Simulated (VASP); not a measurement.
# Ge in VASP: further runs

Ge is run at these levels: PBE; tasks: single point.

Everything below comes from runs of VASP 6.6.1. Logs are shortened: lines on timing, memory, paths and dates and some standing lists are left out, and cuts for length are marked.

## 1. The cell of the first run

The cell holds a slab with vacuum, 2 atoms: a = 3.812 Å, b = 3.812 Å, c = 18.000 Å, α = 90.00°, β = 90.00°, γ = 120.00°.

## 2. Single point, PBE

INCAR reads:

```
PREC     = Accurate       # precision mode
ENCUT    = 410            # plane-wave cutoff, eV
EDIFF    = 1E-6           # SCF threshold, eV
ISMEAR   = 0              # smearing method
SIGMA    = 0.1            # smearing width, eV
LREAL    = False          # projectors in reciprocal space
LASPH    = True           # aspherical terms in the spheres
NELM     = 120            # most SCF steps
ALGO     = Normal         # electronic algorithm
ISIF     = 2              # what is computed and relaxed
LWAVE    = False          # write WAVECAR
LCHARG   = True           # write CHGCAR
LDIPOL   = True         
IDIPOL   = 3            
DIPOL    = 0.5 0.5 0.514
GGA      = PE             # functional
LELF     = True           # ELF
LVHAR    = True         
LVACPOTAV= True         
NBANDS   = 21             # bands
GGA_COMPAT= False        
NELMDL   = -8
```

KPOINTS reads:

```
Automatic mesh
0
Gamma
  6 6 1
```

POSCAR reads:

```
Ge
1.0
    3.8117720000      0.0000000000      0.0000000000
   -1.9058860000      3.3010920000      0.0000000000
    0.0000000000      0.0000000000     18.0000000000
Ge
2
Direct
    0.3333333300      0.6666666700      0.5000000000
    0.6666666700      0.3333333300      0.5275733300
```

Potentials or basis: VASP PAW PBE potentials, release 64 (Ge_d).

The run is started by

```sh
$ cat potpaw_PBE.64/Ge_d/POTCAR > POTCAR
$ mpirun -np 1 vasp_std > vasp.out
```

OUTCAR:

```text
PREC = Accurate
   ENCUT = 410
   EDIFF = 1E-6
   ISMEAR = 0
   LREAL = False
   LASPH = True
   NELM = 120
   ISIF = 2
   GGA = PE
   NELMDL = -8

 ion  position               nearest neighbor table
   1  0.333  0.667  0.500-   2 2.26   2 2.26   2 2.26
   2  0.667  0.333  0.528-   1 2.26   1 2.26   1 2.26

  LATTYP: Found a hexagonal cell.
 ALAT       =     3.8117720000
 C/A-ratio  =     4.7222131859

  Lattice vectors:

 A1 = (   3.8117720000,   0.0000000000,   0.0000000000)
 A2 = (  -1.9058860000,   3.3010920000,   0.0000000000)
 A3 = (   0.0000000000,   0.0000000000,  18.0000000000)

Analysis of symmetry for initial positions (statically):
=====================================================================
 Subroutine PRICEL returns:
 Original cell was already a primitive cell.

 Routine SETGRP: Setting up the symmetry group for a
 hexagonal supercell.

 Subroutine GETGRP returns: Found 12 space group operations
 (whereof  6 operations were pure point group operations)
 out of a pool of 24 trial point group operations.

The static configuration has the point symmetry C_3v.
 The point group associated with its full space group is D_3d.

Analysis of symmetry for dynamics (positions and initial velocities):
=====================================================================
 Subroutine PRICEL returns:
 Original cell was already a primitive cell.

 Routine SETGRP: Setting up the symmetry group for a
 hexagonal supercell.

 Subroutine GETGRP returns: Found 12 space group operations
 (whereof  6 operations were pure point group operations)
 out of a pool of 24 trial point group operations.

The dynamic configuration has the point symmetry C_3v.
 The point group associated with its full space group is D_3d.

 Subroutine INISYM returns: Found 12 space group operations
 (whereof  6 operations are pure point group operations),
 and found     1 'primitive' translations

----------------------------------------------------------------------------------------

                                     Primitive cell

  volume of cell :     226.4942

  direct lattice vectors                    reciprocal lattice vectors
     3.811772000  0.000000000  0.000000000     0.262345177  0.151465030  0.000000000
    -1.905886000  3.301092000  0.000000000     0.000000000  0.302930061  0.000000000
     0.000000000  0.000000000 18.000000000     0.000000000  0.000000000  0.055555556

  length of vectors
     3.811772000  3.811772532 18.000000000     0.302930103  0.302930061  0.055555556

  position of ions in fractional coordinates (direct lattice)
     0.333333330  0.666666670  0.500000000
     0.666666670  0.333333330  0.527573330

  ion indices of the primitive-cell ions
   primitive index   ion index
                 1           1
                 2           2

----------------------------------------------------------------------------------------

 KPOINTS: Automatic mesh

Automatic generation of k-mesh.
 Grid dimensions read from file:
 generate k-points for:    6    6    1

 Generating k-lattice:

  Cartesian coordinates                     Fractional coordinates (reciprocal lattice)
     0.043724196  0.025244172  0.000000000     0.166666667 -0.000000000  0.000000000
     0.000000000  0.050488343  0.000000000     0.000000000  0.166666667  0.000000000
     0.000000000  0.000000000  0.055555556     0.000000000  0.000000000  1.000000000

  Length of vectors
     0.050488351  0.050488343  0.055555556

  Shift w.r.t. Gamma in fractional coordinates (k-lattice)
     0.000000000  0.000000000  0.000000000

 Subroutine IBZKPT returns following result:
 ===========================================

 Found      7 irreducible k-points:

 Following reciprocal coordinates:
            Coordinates               Weight
  0.000000  0.000000  0.000000      1.000000
  0.166667  0.000000  0.000000      6.000000
  0.333333 -0.000000  0.000000      6.000000
  0.500000  0.000000  0.000000      3.000000
  0.166667  0.166667  0.000000      6.000000
  0.333333  0.166667  0.000000     12.000000
  0.333333  0.333333  0.000000      2.000000
   k-points           NKPTS =      7   k-points in BZ     NKDIM =      7   number of bands    NBANDS=     21
   number of dos      NEDOS =    301   number of ions     NIONS =      2
   total plane-waves  NPLWV =  94080
   dimension x,y,z NGX =    28 NGY =   28 NGZ =  120
   dimension x,y,z NGXF=    56 NGYF=   56 NGZF=  240
   ions per type =               2
   NGX,Y,Z   is equivalent  to a cutoff of  12.21, 12.21, 11.08 a.u.
   NGXF,Y,Z  is equivalent  to a cutoff of  24.42, 24.42, 22.17 a.u.
 SYSTEM =  unknown system
   PREC   = accura    normal or accurate (medium, high low for compatibility)
   ISTART =      0    job   : 0-new  1-cont  2-samecut
   ICHARG =      2    charge: 1-file 2-atom 10-const
   ISPIN  =      1    spin polarized calculation?
   LNONCOLLINEAR =      F non collinear calculations
   LSORBIT =      F    spin-orbit coupling
   LASPH  =      T    aspherical Exc in radial PAW
   ENCUT  =  410.0 eV  30.13 Ry    5.49 a.u.   6.29  6.29 29.72*2*pi/ulx,y,z
   NELM   =    120;   NELMIN=  2; NELMDL= -8     # of ELM steps
   EDIFF  = 0.1E-05   stopping-criterion for ELM
   LREAL  =      F    real-space projection
   EDIFFG = 0.1E-04   stopping-criterion for IOM
   NSW    =      0    number of steps for IOM
   IBRION =     -1    ionic relax: 0-MD 1-quasi-New 2-CG
   NFREE  =      0    steps in history (QN), initial steepest desc. (CG)
   ISIF   =      2    stress and relaxation
   ISYM   =      2    0-nonsym 1-usesym 2-fastsym
   POTIM  = 0.5000    time-step for ionic-motion
   TEBEG  =    0.0;   TEEND  =   0.0 temperature during run
   PSTRESS=    0.0 pullay stress
   NELECT =      28.0000    total number of electrons
   NUPDOWN=      -1.0000    fix difference up-down
   EMIN   =  10.00;   EMAX   =-10.00  energy-range for DOS
   EFERMI =   0.00;   METHOD = LEGACY
   ISMEAR =     0;   SIGMA  =   0.10  broadening in eV -4-tet -1-fermi 0-gaus
   EFERMI_NEDOS =   21; number of points for ismear=-14 and -15
   IALGO  =     38    algorithm
   IMIX   =      4    mixing-type and parameters
     AMIX     =   0.40;   BMIX     =  1.00
     AMIX_MAG =   1.60;   BMIX_MAG =  1.00
  volume/ion in A,a.u.               =     113.25       764.23
  Fermi-wavevector in a.u.,A,eV,Ry     =   0.815534  1.541135  9.049166  0.665095
  Thomas-Fermi vector in A             =   1.925639
   LORBIT       =      0    0 simple, 1 ext, 2 COOP (PROOUT), +10 PAW based schemes
   GGA     = PE    functional components
   LHFCALC =     F    Hartree Fock is set to
   AEXX    =    0.0000 exact exchange contribution
   IVDW    =     0    specifies the selected vdW correction
   LEPSILON=     F    determine dielectric tensor
   LRPA    =     F    only Hartree local field effects (RPA)
 non-spin polarized calculation
 Gauss-broadening in eV      SIGMA  =   0.10
  energy-cutoff  :      410.00
  volume of cell :      226.49
 maximum number of plane-waves:      4283
 NGX is ok and might be reduce to    28
   NGX = 13   NGY = 13   NGZ = 59

 dipolmoment           0.000000      0.000000      0.000032 electrons x Angstroem

 number of electron      28.0000020 magnetization

 dipolmoment           0.000000      0.000000     -0.000003 electrons x Angstroem

 Free energy of the ion-electron system (eV)
  ---------------------------------------------------
  ext. energy  EPLUGINS =         0.00000000
  ---------------------------------------------------
  free energy    TOTEN  =        -7.66749449 eV

  energy without entropy =       -7.66122571  energy(sigma->0) =       -7.66436010

 E-fermi :  -2.5262     XC(G=0):  -2.6161

 val. band max:       -2.5261941846   @ k =   0.3333   0.3333   0.0000
 cond. band min:      -2.5261828439   @ k =   0.3333   0.3333   0.0000
 fundamental gap:      0.0000113407
 Fermi energy:        -2.5261885142

 k-point     1 :       0.0000    0.0000    0.0000
  band No.  band energies     occupation
      1     -27.3493      2.00000
      2     -27.3493      2.00000
      3     -27.2933      2.00000
      4     -27.2822      2.00000
      5     -27.2822      2.00000
      6     -27.0785      2.00000
[... 13 lines left out ...]
     20       1.9171      0.00000
     21       3.1563      0.00000

 k-point     2 :       0.1667    0.0000    0.0000
  band No.  band energies     occupation
      1     -27.3818      2.00000
      2     -27.3803      2.00000
      3     -27.3129      2.00000
      4     -27.2547      2.00000
      5     -27.2417      2.00000
      6     -27.0736      2.00000
[... 13 lines left out ...]
     20       2.8491      0.00000
     21       3.0651      0.00000

 k-point     3 :       0.3333   -0.0000    0.0000
  band No.  band energies     occupation
      1     -27.4170      2.00000
      2     -27.4108      2.00000
      3     -27.3418      2.00000
      4     -27.2374      2.00000
      5     -27.2052      2.00000
      6     -27.0948      2.00000
[... 13 lines left out ...]
     20       4.7925      0.00000
     21       5.0872      0.00000

 k-point     4 :       0.5000    0.0000    0.0000
  band No.  band energies     occupation
      1     -27.4294      2.00000
      2     -27.4194      2.00000
      3     -27.3566      2.00000
      4     -27.2372      2.00000
      5     -27.1986      2.00000
      6     -27.1005      2.00000
[... 13 lines left out ...]
     20       4.9884      0.00000
     21       5.4120      0.00000

 k-point     5 :       0.1667    0.1667    0.0000
  band No.  band energies     occupation
      1     -27.4281      2.00000
      2     -27.3889      2.00000
      3     -27.3337      2.00000
      4     -27.2423      2.00000
      5     -27.1949      2.00000
      6     -27.0977      2.00000
[... 13 lines left out ...]
     20       3.2069      0.00000
     21       4.2041      0.00000

 k-point     6 :       0.3333    0.1667    0.0000
  band No.  band energies     occupation
      1     -27.4675      2.00000
      2     -27.3838      2.00000
      3     -27.3529      2.00000
      4     -27.2361      2.00000
      5     -27.1702      2.00000
      6     -27.1136      2.00000
[... 13 lines left out ...]
     20       4.6616      0.00000
     21       4.9725      0.00000

 k-point     7 :       0.3333    0.3333    0.0000
  band No.  band energies     occupation
      1     -27.4930      2.00000
      2     -27.3622      2.00000
      3     -27.3622      2.00000
      4     -27.2330      2.00000
      5     -27.1327      2.00000
      6     -27.1327      2.00000
[... 13 lines left out ...]
     20       4.8428      0.00000
     21       4.8429      0.00000

------------------------ aborting loop because EDIFF is reached ----------------------------------------

  FORCE on cell =-STRESS in cart. coord.  units (eV):
  Direction    XX          YY          ZZ          XY          YZ          ZX
  --------------------------------------------------------------------------------------
  -------------------------------------------------------------------------------------
  Total        5.3263666      5.3263686      0.3522983      0.0000000      0.0000000     -0.0000000
  in kB       37.6777179     37.6777319      2.4920923      0.0000000      0.0000000     -0.0000000
  external PRESSURE =      25.9491807 kB  Pullay stress =       0.0000000 kB

 VOLUME and BASIS-vectors are now :
 -----------------------------------------------------------------------------
  energy-cutoff  :      410.00
  volume of cell :      226.49
      direct lattice vectors                 reciprocal lattice vectors
     3.811772000  0.000000000  0.000000000     0.262345177  0.151465030  0.000000000
    -1.905886000  3.301092000  0.000000000     0.000000000  0.302930061  0.000000000
     0.000000000  0.000000000 18.000000000     0.000000000  0.000000000  0.055555556

 POSITION                                       TOTAL-FORCE (eV/Angst)
 -----------------------------------------------------------------------------------
     -0.00000      2.20073      9.00000         0.000000      0.000000     -0.929393
      1.90589      1.10036      9.49632         0.000000      0.000000      0.929393
 -----------------------------------------------------------------------------------
    total drift:                               -0.000001      0.000000     -0.000330

  FREE ENERGIE OF THE ION-ELECTRON SYSTEM (eV)
  ---------------------------------------------------
  free  energy   TOTEN  =        -7.6674944857 eV

  energy  without entropy=       -7.6612257125  energy(sigma->0) =       -7.66436010

 vacuum level on the upper side and lower side of the slab         1.820         1.820
```

Run time: 56 s. Hardware: 1 thread of AMD EPYC 7R43 (Zen 3), shared host; peak memory 0.23 GiB.

Results:

```yaml
Free_energy: -7.6675 eV
Largest_force: 0.929 eV/Å
Band_gap_on_the_k_mesh: zero (filled and empty bands touch)
```

Forces in eV/Å, atoms in the order of the input:
```
Ge   0.000  0.000 -0.929
Ge   0.000  0.000  0.929
```

## 3. Single point, PBE

INCAR reads:

```
SYSTEM = Ge
ALGO = Normal
DIPOL = 0.5 0.5 0.514
EDIFF = 1E-6
ENCUT = 410
GGA = PE
GGA_COMPAT = .FALSE.
IDIPOL = 3
ISIF = 2
ISMEAR = 0
LASPH = .TRUE.
LCHARG = .FALSE.
LDIPOL = .TRUE.
LREAL = .FALSE.
LWAVE = .FALSE.
NBANDS = 21
NELM = 120
NELMDL = -8
PREC = Accurate
SIGMA = 0.1
```

KPOINTS reads:

```
k-points
0
G
  6 6 1
  0 0 0
```

POSCAR is that of step 2.

Potentials or basis: VASP PAW PBE potentials, release 64 (Ge_d).

The run is started by

```sh
$ cat potpaw_PBE.64/Ge_d/POTCAR > POTCAR
$ mpirun -np 1 vasp_std > vasp.out
```

OUTCAR:

```text
SYSTEM = Ge
   EDIFF = 1E-6
   ENCUT = 410
   GGA = PE
   ISIF = 2
   ISMEAR = 0
   LASPH = .TRUE.
   LREAL = .FALSE.
   NELM = 120
   NELMDL = -8
   PREC = Accurate

 ion  position               nearest neighbor table
   1  0.333  0.667  0.500-   2 2.26   2 2.26   2 2.26
   2  0.667  0.333  0.528-   1 2.26   1 2.26   1 2.26

  LATTYP: Found a hexagonal cell.
 ALAT       =     3.8117720000
 C/A-ratio  =     4.7222131859

  Lattice vectors:

 A1 = (   3.8117720000,   0.0000000000,   0.0000000000)
 A2 = (  -1.9058860000,   3.3010920000,   0.0000000000)
 A3 = (   0.0000000000,   0.0000000000,  18.0000000000)

Analysis of symmetry for initial positions (statically):
=====================================================================
 Subroutine PRICEL returns:
 Original cell was already a primitive cell.

 Routine SETGRP: Setting up the symmetry group for a
 hexagonal supercell.

 Subroutine GETGRP returns: Found 12 space group operations
 (whereof  6 operations were pure point group operations)
 out of a pool of 24 trial point group operations.
[... 149 lines left out ...]

  energy without entropy =       -7.66122571  energy(sigma->0) =       -7.66436010

 E-fermi :  -2.5262     XC(G=0):  -2.6161

 val. band max:       -2.5261941846   @ k =   0.3333   0.3333   0.0000
 cond. band min:      -2.5261828439   @ k =   0.3333   0.3333   0.0000
 fundamental gap:      0.0000113407
 Fermi energy:        -2.5261885142

 k-point     1 :       0.0000    0.0000    0.0000
  band No.  band energies     occupation
      1     -27.3493      2.00000
      2     -27.3493      2.00000
      3     -27.2933      2.00000
      4     -27.2822      2.00000
      5     -27.2822      2.00000
      6     -27.0785      2.00000
[... 157 lines left out ...]
     20       4.8428      0.00000
     21       4.8429      0.00000

------------------------ aborting loop because EDIFF is reached ----------------------------------------

 vacuum level on the upper side and lower side of the slab       (xc-potential included)        -0.172        -0.173

  FORCE on cell =-STRESS in cart. coord.  units (eV):
  Direction    XX          YY          ZZ          XY          YZ          ZX
  --------------------------------------------------------------------------------------
  -------------------------------------------------------------------------------------
  Total        5.3263666      5.3263686      0.3522983      0.0000000      0.0000000     -0.0000000
  in kB       37.6777179     37.6777319      2.4920923      0.0000000      0.0000000     -0.0000000
  external PRESSURE =      25.9491807 kB  Pullay stress =       0.0000000 kB

 VOLUME and BASIS-vectors are now :
 -----------------------------------------------------------------------------
  energy-cutoff  :      410.00
  volume of cell :      226.49
      direct lattice vectors                 reciprocal lattice vectors
     3.811772000  0.000000000  0.000000000     0.262345177  0.151465030  0.000000000
    -1.905886000  3.301092000  0.000000000     0.000000000  0.302930061  0.000000000
     0.000000000  0.000000000 18.000000000     0.000000000  0.000000000  0.055555556

 POSITION                                       TOTAL-FORCE (eV/Angst)
 -----------------------------------------------------------------------------------
     -0.00000      2.20073      9.00000         0.000000      0.000000     -0.929393
      1.90589      1.10036      9.49632         0.000000      0.000000      0.929393
 -----------------------------------------------------------------------------------
    total drift:                               -0.000001      0.000000     -0.000330

  FREE ENERGIE OF THE ION-ELECTRON SYSTEM (eV)
  ---------------------------------------------------
  free  energy   TOTEN  =        -7.6674944857 eV

  energy  without entropy=       -7.6612257125  energy(sigma->0) =       -7.66436010

 vacuum level on the upper side and lower side of the slab         1.714         1.714
```

OSZICAR:

```text
N       E                     dE             d eps       ncg     rms          rms(c)
DAV:   1     0.162465608123E+03    0.16247E+03   -0.13877E+04   347   0.148E+03
DAV:   2     0.127897700134E+02   -0.14968E+03   -0.14635E+03   336   0.306E+02
DAV:   3    -0.708898151617E+01   -0.19879E+02   -0.19748E+02   402   0.122E+02
[... 14 lines left out ...]
DAV:  18    -0.766738323528E+01   -0.14004E-03   -0.13468E-05   258   0.197E-02    0.150E-03
DAV:  19    -0.766746284982E+01   -0.79615E-04   -0.70813E-06   271   0.143E-02    0.101E-03
DAV:  20    -0.766748463375E+01   -0.21784E-04   -0.11463E-06   274   0.137E-02    0.643E-04
DAV:  21    -0.766749350347E+01   -0.88697E-05   -0.46181E-07   256   0.454E-03    0.173E-04
DAV:  22    -0.766749448567E+01   -0.98220E-06   -0.37007E-08   242   0.193E-03
   1 F= -.76674945E+01 E0= -.76643601E+01  d E =-.626877E-02
```

Run time: 47 s. Hardware: 1 thread of AMD EPYC 7R43 (Zen 3), shared host; peak memory 0.23 GiB.

Results:

```yaml
Free_energy: -7.6675 eV
Largest_force: 0.929 eV/Å
Band_gap_on_the_k_mesh: zero (filled and empty bands touch)
```

Forces in eV/Å, atoms in the order of the input:
```
Ge   0.000  0.000 -0.929
Ge   0.000  0.000  0.929
```

## 4. Single point, PBE

This run uses another cell than the first one.

INCAR reads:

```
SYSTEM = Ge
PREC = Accurate
ENCUT = 410
EDIFF = 1E-6
ISMEAR = 0
SIGMA = 0.1
LREAL = .FALSE.
LASPH = .TRUE.
NELM = 120
ALGO = Normal
ISIF = 2
LWAVE = .FALSE.
LCHARG = .FALSE.
LDIPOL = .TRUE.
IDIPOL = 3
DIPOL = 0.5 0.5 0.373
GGA = PE
NBANDS = 21
GGA_COMPAT = .FALSE.
NELMDL = -8
```

KPOINTS reads:

```
regular mesh
0
G
  6 6 1
  0 0 0
```

POSCAR reads:

```
Ge
1.0
    4.0433260274      0.0000000000      0.0000000000
   -2.0216630137      3.5016230555      0.0000000000
    0.0000000000      0.0000000000     24.7926398800
Ge
2
Direct
    0.3333333333      0.6666666667      0.3592823650
    0.6666666667      0.3333333333      0.3867583966
```

The run is started by

```sh
$ cat potpaw_PBE.64/Ge_d/POTCAR > POTCAR
$ mpirun -np 1 vasp_std > vasp.out
```

It took 73 s on 1 thread of AMD EPYC 7R43 (Zen 3), shared host; peak memory 0.29 GiB.

Results (log left out):

```
Free energy            : -8.0420 eV
Band gap on the k mesh : zero (filled and empty bands touch)
```

Levels at points of the mesh, in eV from the Fermi level:
```tsv
k point	band 10	band 11	band 12	band 13	band 14	band 15	band 16	band 17	band 18	band 19
(0.00, 0.00, 0.00)	-24.24	-11.26	-3.52	-0.48	-0.48	0.47	2.31	3.86	3.86	4.23
(0.50, 0.00, 0.00)	-24.19	-9.23	-7.40	-2.00	-1.16	0.69	1.62	5.45	6.33	6.92
```
